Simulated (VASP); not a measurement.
# Zn (P6_3/mmc) in VASP: notebook

Zn is run at these levels: PBE; tasks: single point.

Program: VASP 6.6.1. These are calculated values, not measurements. Logs are shortened: lines on timing, memory, paths and dates and some standing lists are left out, and cuts for length are marked.

**1. The cell of the first run**

The structure is hexagonal, space group P6_3/mmc (No. 194). The conventional cell has a = 2.614 Å, b = 2.614 Å, c = 4.873 Å, α = 90.00°, β = 90.00°, γ = 120.00°. Within 3.4 Å of Zn (site symmetry -6m2) lie 12 Zn at 2.61 to 2.87 Å.

**2. Single point, PBE**

Input file INCAR:

```
PREC     = Accurate       # precision mode
ENCUT    = 500            # plane-wave cutoff, eV
EDIFF    = 1E-6           # SCF threshold, eV
ISMEAR   = 0              # smearing method
SIGMA    = 0.1            # smearing width, eV
LREAL    = False          # projectors in reciprocal space
LASPH    = True           # aspherical terms in the spheres
NELM     = 120            # most SCF steps
ALGO     = Normal         # electronic algorithm
ISIF     = 2              # what is computed and relaxed
LWAVE    = False          # write WAVECAR
LCHARG   = False          # write CHGCAR
GGA      = PE             # functional
NBANDS   = 19             # bands
GGA_COMPAT= False
```

Input file KPOINTS:

```
Automatic mesh
0
Gamma
  9 9 4
```

Input file POSCAR:

```
Zn
1.0
    2.6143598000      0.0000000000      0.0000000000
   -1.3071799000      2.2641020000      0.0000000000
    0.0000000000      0.0000000000      4.8731610200
Zn
2
Direct
    0.3333333300      0.6666666700      0.2500000000
    0.6666666700      0.3333333300      0.7500000000
```

Potentials or basis: VASP PAW PBE potentials, release 64 (Zn).

Launch:

```sh
cat potpaw_PBE.64/Zn/POTCAR > POTCAR
mpirun -np 1 vasp_std > vasp.out
```

OUTCAR:

```text
PREC = Accurate
   ENCUT = 500
   EDIFF = 1E-6
   ISMEAR = 0
   LREAL = False
   LASPH = True
   NELM = 120
   ISIF = 2
   GGA = PE

 ion  position               nearest neighbor table
   1  0.333  0.667  0.250-   2 2.87   2 2.87   2 2.87   2 2.87   2 2.87   2 2.87
   2  0.667  0.333  0.750-   1 2.87   1 2.87   1 2.87   1 2.87   1 2.87   1 2.87

  LATTYP: Found a hexagonal cell.
 ALAT       =     2.6143598000
 C/A-ratio  =     1.8639978399

  Lattice vectors:

 A1 = (   2.6143598000,   0.0000000000,   0.0000000000)
 A2 = (  -1.3071799000,   2.2641020000,   0.0000000000)
 A3 = (   0.0000000000,   0.0000000000,   4.8731610200)

Analysis of symmetry for initial positions (statically):
=====================================================================
 Subroutine PRICEL returns:
 Original cell was already a primitive cell.

 Routine SETGRP: Setting up the symmetry group for a
 hexagonal supercell.

 Subroutine GETGRP returns: Found 24 space group operations
 (whereof 12 operations were pure point group operations)
 out of a pool of 24 trial point group operations.

The static configuration has the point symmetry D_3d.
 The point group associated with its full space group is D_6h.

Analysis of symmetry for dynamics (positions and initial velocities):
=====================================================================
 Subroutine PRICEL returns:
 Original cell was already a primitive cell.

 Routine SETGRP: Setting up the symmetry group for a
 hexagonal supercell.

 Subroutine GETGRP returns: Found 24 space group operations
 (whereof 12 operations were pure point group operations)
 out of a pool of 24 trial point group operations.

The dynamic configuration has the point symmetry D_3d.
 The point group associated with its full space group is D_6h.

 Subroutine INISYM returns: Found 24 space group operations
 (whereof 12 operations are pure point group operations),
 and found     1 'primitive' translations

----------------------------------------------------------------------------------------

                                     Primitive cell

  volume of cell :      28.8451

  direct lattice vectors                    reciprocal lattice vectors
     2.614359800  0.000000000  0.000000000     0.382502822  0.220838107  0.000000000
    -1.307179900  2.264102000  0.000000000     0.000000000  0.441676214  0.000000000
     0.000000000  0.000000000  4.873161020     0.000000000  0.000000000  0.205205614

  length of vectors
     2.614359800  2.614359799  4.873161020     0.441676214  0.441676214  0.205205614

  position of ions in fractional coordinates (direct lattice)
     0.333333330  0.666666670  0.250000000
     0.666666670  0.333333330  0.750000000

  ion indices of the primitive-cell ions
   primitive index   ion index
                 1           1
                 2           2

----------------------------------------------------------------------------------------

 KPOINTS: Automatic mesh

Automatic generation of k-mesh.
 Grid dimensions read from file:
 generate k-points for:    9    9    4

 Generating k-lattice:

  Cartesian coordinates                     Fractional coordinates (reciprocal lattice)
     0.042500314  0.024537567  0.000000000     0.111111111  0.000000000  0.000000000
     0.000000000  0.049075135  0.000000000     0.000000000  0.111111111  0.000000000
     0.000000000  0.000000000  0.051301404     0.000000000  0.000000000  0.250000000

  Length of vectors
     0.049075135  0.049075135  0.051301404

  Shift w.r.t. Gamma in fractional coordinates (k-lattice)
     0.000000000  0.000000000  0.000000000

 Subroutine IBZKPT returns following result:
 ===========================================

 Found     36 irreducible k-points:

 Following reciprocal coordinates:
            Coordinates               Weight
  0.000000  0.000000  0.000000      1.000000
  0.111111 -0.000000  0.000000      6.000000
  0.222222 -0.000000  0.000000      6.000000
  0.333333 -0.000000  0.000000      6.000000
  0.444444 -0.000000  0.000000      6.000000
  0.111111  0.111111  0.000000      6.000000
[... 16 lines left out ...]
  0.333333  0.222222  0.250000     24.000000
  0.333333  0.333333  0.250000      4.000000
 [... further k-points ...]
   k-points           NKPTS =     36   k-points in BZ     NKDIM =     36   number of bands    NBANDS=     19
   number of dos      NEDOS =    301   number of ions     NIONS =      2
   total plane-waves  NPLWV =  14400
   dimension x,y,z NGX =    20 NGY =   20 NGZ =   36
   dimension x,y,z NGXF=    40 NGYF=   40 NGZF=   72
   ions per type =               2
   NGX,Y,Z   is equivalent  to a cutoff of  12.72, 12.72, 12.28 a.u.
   NGXF,Y,Z  is equivalent  to a cutoff of  25.44, 25.44, 24.56 a.u.
 SYSTEM =  unknown system
   PREC   = accura    normal or accurate (medium, high low for compatibility)
   ISTART =      0    job   : 0-new  1-cont  2-samecut
   ICHARG =      2    charge: 1-file 2-atom 10-const
   ISPIN  =      1    spin polarized calculation?
   LNONCOLLINEAR =      F non collinear calculations
   LSORBIT =      F    spin-orbit coupling
   LASPH  =      T    aspherical Exc in radial PAW
   ENCUT  =  500.0 eV  36.75 Ry    6.06 a.u.   4.77  4.77  8.88*2*pi/ulx,y,z
   NELM   =    120;   NELMIN=  2; NELMDL= -5     # of ELM steps
   EDIFF  = 0.1E-05   stopping-criterion for ELM
   LREAL  =      F    real-space projection
   EDIFFG = 0.1E-04   stopping-criterion for IOM
   NSW    =      0    number of steps for IOM
   IBRION =     -1    ionic relax: 0-MD 1-quasi-New 2-CG
   NFREE  =      0    steps in history (QN), initial steepest desc. (CG)
   ISIF   =      2    stress and relaxation
   ISYM   =      2    0-nonsym 1-usesym 2-fastsym
   POTIM  = 0.5000    time-step for ionic-motion
   TEBEG  =    0.0;   TEEND  =   0.0 temperature during run
   PSTRESS=    0.0 pullay stress
   NELECT =      24.0000    total number of electrons
   NUPDOWN=      -1.0000    fix difference up-down
   EMIN   =  10.00;   EMAX   =-10.00  energy-range for DOS
   EFERMI =   0.00;   METHOD = LEGACY
   ISMEAR =     0;   SIGMA  =   0.10  broadening in eV -4-tet -1-fermi 0-gaus
   EFERMI_NEDOS =   21; number of points for ismear=-14 and -15
   IALGO  =     38    algorithm
   IMIX   =      4    mixing-type and parameters
     AMIX     =   0.40;   BMIX     =  1.00
     AMIX_MAG =   1.60;   BMIX_MAG =  1.00
  volume/ion in A,a.u.               =      14.42        97.33
  Fermi-wavevector in a.u.,A,eV,Ry     =   1.539765  2.909735 32.257744  2.370877
  Thomas-Fermi vector in A             =   2.645947
   LORBIT       =      0    0 simple, 1 ext, 2 COOP (PROOUT), +10 PAW based schemes
   GGA     = PE    functional components
   LHFCALC =     F    Hartree Fock is set to
   AEXX    =    0.0000 exact exchange contribution
   IVDW    =     0    specifies the selected vdW correction
   LEPSILON=     F    determine dielectric tensor
   LRPA    =     F    only Hartree local field effects (RPA)
 non-spin polarized calculation
 Gauss-broadening in eV      SIGMA  =   0.10
  energy-cutoff  :      500.00
  volume of cell :       28.85
 maximum number of plane-waves:       750
 NGX is ok and might be reduce to    20
   NGX =  9   NGY =  9   NGZ = 17

 number of electron      24.0000032 magnetization

 Free energy of the ion-electron system (eV)
  ---------------------------------------------------
  ext. energy  EPLUGINS =         0.00000000
  ---------------------------------------------------
  free energy    TOTEN  =        -2.14670143 eV

  energy without entropy =       -2.14083509  energy(sigma->0) =       -2.14376826

 E-fermi :   3.7675     XC(G=0): -11.8331

 val. band max:        3.7470398874   @ k =   0.0000   0.0000   0.2500
 cond. band min:       3.7825226933   @ k =   0.2222   0.2222   0.0000
 fundamental gap:      0.0354828059
 Fermi energy:         3.7674911183

 k-point     1 :       0.0000    0.0000    0.0000
  band No.  band energies     occupation
      1      -7.3352      2.00000
      2      -5.3779      2.00000
      3      -4.5980      2.00000
      4      -4.3387      2.00000
      5      -4.3387      2.00000
      6      -4.2842      2.00000
[... 11 lines left out ...]
     18      23.2320      0.00000
     19      23.3639      0.00000

 k-point     2 :       0.1111   -0.0000    0.0000
  band No.  band energies     occupation
      1      -6.9571      2.00000
      2      -5.2129      2.00000
      3      -4.5622      2.00000
      4      -4.3736      2.00000
      5      -4.3191      2.00000
      6      -4.2460      2.00000
[... 11 lines left out ...]
     18      21.5686      0.00000
     19      23.4349      0.00000

 k-point     3 :       0.2222   -0.0000    0.0000
  band No.  band energies     occupation
      1      -5.9207      2.00000
      2      -4.9445      2.00000
      3      -4.5013      2.00000
      4      -4.4251      2.00000
      5      -4.3943      2.00000
      6      -4.1804      2.00000
[... 11 lines left out ...]
     18      19.7639      0.00000
     19      19.8385      0.00000

 k-point     4 :       0.3333   -0.0000    0.0000
  band No.  band energies     occupation
      1      -5.1343      2.00000
      2      -4.9911      2.00000
      3      -4.7113      2.00000
      4      -4.3348      2.00000
      5      -4.2411      2.00000
      6      -4.1155      2.00000
[... 11 lines left out ...]
     18      18.8610      0.00000
     19      20.7326      0.00000

 k-point     5 :       0.4444   -0.0000    0.0000
  band No.  band energies     occupation
      1      -5.1441      2.00000
      2      -5.0573      2.00000
      3      -4.8706      2.00000
      4      -4.3453      2.00000
      5      -4.1925      2.00000
      6      -4.1667      2.00000
[... 11 lines left out ...]
     18      18.4112      0.00000
     19      19.7334      0.00000
[... 334 lines left out ...]
      2      -5.0224      2.00000
      3      -4.7526      2.00000
      4      -4.5918      2.00000
      5      -4.2212      2.00000
      6      -3.9752      2.00000
[... 11 lines left out ...]
     18      14.8798      0.00000
     19      20.2514      0.00000

 k-point    22 :       0.2222    0.2222    0.2500
  band No.  band energies     occupation
      1      -4.7775      2.00000
      2      -4.6855      2.00000
      3      -4.6643      2.00000
      4      -4.5401      2.00000
      5      -4.3568      2.00000
      6      -4.2333      2.00000
[... 11 lines left out ...]
     18      16.1658      0.00000
     19      18.3294      0.00000

 k-point    23 :       0.3333    0.2222    0.2500
  band No.  band energies     occupation
      1      -4.8251      2.00000
      2      -4.7327      2.00000
      3      -4.5828      2.00000
      4      -4.5337      2.00000
      5      -4.3846      2.00000
      6      -4.1082      2.00000
[... 11 lines left out ...]
     18      13.9688      0.00000
     19      17.1493      0.00000

 k-point    24 :       0.3333    0.3333    0.2500
  band No.  band energies     occupation
      1      -4.6595      2.00000
      2      -4.5866      2.00000
      3      -4.5866      2.00000
      4      -4.4522      2.00000
      5      -4.3346      2.00000
      6      -4.3346      2.00000
[... 11 lines left out ...]
     18      13.2917      0.00000
     19      14.5407      0.00000

 [... further k-points ...]
[... 5 lines left out ...]
  --------------------------------------------------------------------------------------
  -------------------------------------------------------------------------------------
  Total        0.9266443      0.9266443      0.4691145      0.0000000     -0.0000000      0.0000000
  in kB       51.4696885     51.4696884     26.0565757      0.0000000     -0.0000000      0.0000000
  external PRESSURE =      42.9986509 kB  Pullay stress =       0.0000000 kB

 VOLUME and BASIS-vectors are now :
 -----------------------------------------------------------------------------
  energy-cutoff  :      500.00
  volume of cell :       28.85
      direct lattice vectors                 reciprocal lattice vectors
     2.614359800  0.000000000  0.000000000     0.382502822  0.220838107  0.000000000
    -1.307179900  2.264102000  0.000000000     0.000000000  0.441676214  0.000000000
     0.000000000  0.000000000  4.873161020     0.000000000  0.000000000  0.205205614

 POSITION                                       TOTAL-FORCE (eV/Angst)
 -----------------------------------------------------------------------------------
     -0.00000      1.50940      1.21829         0.000000      0.000000      0.000000
      1.30718      0.75470      3.65487        -0.000000      0.000000      0.000000
 -----------------------------------------------------------------------------------
    total drift:                               -0.000001      0.000000      0.000000

  FREE ENERGIE OF THE ION-ELECTRON SYSTEM (eV)
  ---------------------------------------------------
  free  energy   TOTEN  =        -2.1467014346 eV

  energy  without entropy=       -2.1408350936  energy(sigma->0) =       -2.14376826
```

It took 6.7 s on 1 thread of Intel Xeon 6975P-C (Granite Rapids), shared host; peak memory 0.14 GiB.

What came out:

* Free energy: -2.1467 eV
* Pressure: 4.3 GPa
* Band gap on the k mesh: zero (bands 12 and 13 overlap by 4.00 eV)

Caveat: the cell stands under pressure.

[end of part 1 of 2]

The gap in the log of VASP goes by the Fermi energy; the results here count the filled bands.